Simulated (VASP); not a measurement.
SiC:

```xyz
4
Lattice="3.0754 0.0000 0.0000 -1.5377 2.6633 0.0000 0.0000 0.0000 5.0986" Properties=species:S:1:pos:R:3 pbc="T T T"
Si    0.0000    1.7756    0.0001
Si    1.5377    0.8878    2.5494
C     0.0000    1.7756    1.9119
C     1.5377    0.8878    4.4612
```

This cell differs from its parent crystal: uniaxial z strain +1.0%.

Base run:

```yaml
Program: VASP 6.6.1
Functional: r2SCAN
Potentials_or_basis: VASP PAW PBE potentials, release 64 (Si, C)
Cutoff: 520 eV
k_mesh: 12 × 12 × 6
Occupations: gaussian, width 0.01 eV
Spin: no spin polarisation
```

Its results: band gap on the k mesh 2.60 eV, indirect (least direct gap 4.54 eV); pressure -2.4 GPa.

Q: The run is repeated on the same cell with these changes: functional from r2SCAN to PBE; k mesh from 12 × 12 × 6 to 6 × 6 × 4. What comes out?

A: Band gap on the k mesh 2.22 eV, indirect (least direct gap 4.03 eV); pressure 1.3 GPa.

Several settings changed at once, so the effect can't be laid on one alone.

Caveats: the PAW data sets were made with another functional, which shifts forces and pressure a little (some runs).

A k mesh can miss the band edges.
